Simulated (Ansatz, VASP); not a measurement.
**TiTe2 in VASP and in Ansatz**

File INCAR:

```
SYSTEM = TiTe2
PREC = Accurate
ENCUT = 520
EDIFF = 1E-7
ISMEAR = -1
SIGMA = 0.05
LREAL = .False.
LASPH = .True.
NELM = 80
ALGO = Normal
ISIF = 2
LWAVE = .False.
LCHARG = .True.
GGA = PS
LELF = .True.
LVHAR = .True.
NBANDS = 19
```

KPOINTS

```
Automatic mesh
0
Gamma
  8 8 4
  0 0 0
```

The input POSCAR:

```
TiTe2
1.0
    3.7516502429      0.0000000000      0.0000000000
   -1.8758251215      3.2490244165      0.0000000000
    0.0000000000      0.0000000000      6.4543879477
Te Ti
2 1
Direct
    0.3333333333      0.6666666667      0.7372000000
    0.6666666667      0.3333333333      0.2628000000
    0.0000000000      0.0000000000      0.0000000000
```

Contents of input.yaml:

```yaml
crystal:
  lattice:
    - [3.7516502429, 0.0, 0.0]
    - [-1.8758251215, 3.2490244165, 0.0]
    - [0.0, 0.0, 6.4543879477]
  atoms:
    - { symbol: Te, position: [0.3333333333, 0.6666666667, 0.7372] }
    - { symbol: Te, position: [0.6666666667, 0.3333333333, 0.2628] }
    - { symbol: Ti, position: [0.0, 0.0, 0.0] }
kpoints:
  mp_grid: { grid: [8, 8, 4] }
scf:
  occupations: { method: fermi_dirac, width: 0.05 }
hamiltonian:
  xc: pbesol
  pseudopotentials: { kind: all_electron, lapw: { basis_error: 0.002 } }
output:
  forces: true
  stress: true
  eigenvalues: true
```

Change from the starting cell: volume scaled by 0.98.

Alike in both runs: task single point; functional PBEsol; k mesh 8 × 8 × 4; occupations fermi-dirac, width 0.05 eV; no spin polarisation.

|  | VASP | Ansatz |
| --- | --- | --- |
| version | VASP 6.6.1 | Ansatz 0.2.0 |
| potentials or method | VASP PAW PBE potentials, release 64 (Te, Ti_sv), cutoff 520 eV | all-electron LAPW, scalar-relativistic |

Ansatz gave:

| Property | Result |
| --- | --- |
| gap on the k mesh at the Fermi level (eV) | none |
| pressure (GPa) | -1.0 |
| traceless stress, the component that is largest in VASP (GPa) | 0.49 |
| rms of the force components (eV/Å) | 0.020 |

Problem. What did VASP give for the same quantities?

Solution. gap on the k mesh at the Fermi level (eV): none; pressure (GPa): -1.0; traceless stress, the component that is largest in VASP (GPa): 0.50; rms of the force components (eV/Å): 0.029.

VASP's potentials were made for PBE, not for PBEsol. Atom by atom the forces differ by 0.009 eV/Å (rms over components). A gap of «none» marks a metal or a gap that the smearing closes. Ansatz ran all-electron here, and VASP with PAW potentials.

Spin-orbit coupling is off throughout.
